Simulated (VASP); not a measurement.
Write the native input for VASP 6.6.1 that does the following.

- Task: single point
- Functional: PBEsol
- Potentials or basis: VASP PAW PBE potentials, release 64 (K_sv, F)
- Cutoff: 520 eV
- k mesh: 8 × 8 × 8
- Occupations: gaussian, width 0.01 eV
- Spin: no spin polarisation
- Dipole correction: no
- Further INCAR settings: ALGO = Normal; EDIFF = 1e-06; NBANDS = 15

The structure of KF (Carobbiite) lies in POSCAR:

```
KF
1.0
    2.7072711892      2.7072711892      0.0000000000
   -2.7072711892      2.7072711892      0.0000000000
    0.0000000000      2.7072711892      2.6302862306
K F
1 1
Direct
    0.0000000000      0.0000000000      0.0000000000
    0.5000000000      0.5000000000      0.0000000000
```

This cell differs from its parent crystal: film at in-plane strain +0.02.

One way to write it, as run:

INCAR

```
SYSTEM = KF
PREC = Accurate ; ENCUT = 520
EDIFF = 1E-6 ; ISMEAR = 0
SIGMA = 0.01 ; LREAL = .False.
LASPH = .True. ; NELM = 60
ALGO = Normal ; ISIF = 2
LWAVE = .False. ; LCHARG = .False.
GGA = PS ; NBANDS = 15
```

KPOINTS

```
regular mesh
0
Gamma
  8 8 8
  0 0 0
```

Potentials or basis: VASP PAW PBE potentials, release 64 (K_sv, F).

Command:

```bash
$ cat potpaw_PBE.64/K_sv/POTCAR potpaw_PBE.64/F/POTCAR > POTCAR
$ mpirun -np 1 vasp_std > vasp.out
```

It gave:

| Property | Result |
| --- | --- |
| Pressure | -0.9 GPa |
| Band gap on the k mesh | 5.94 eV, direct |

Caveat: the cell differs from its parent crystal (film at in-plane strain +0.02); the PAW data sets were made with another functional, which shifts forces and pressure a little.

Wall time 16 s on 1 thread of Intel(R) Xeon(R) 6975P-C (Granite Rapids), with other jobs on the host, peak memory 0.17 GiB.
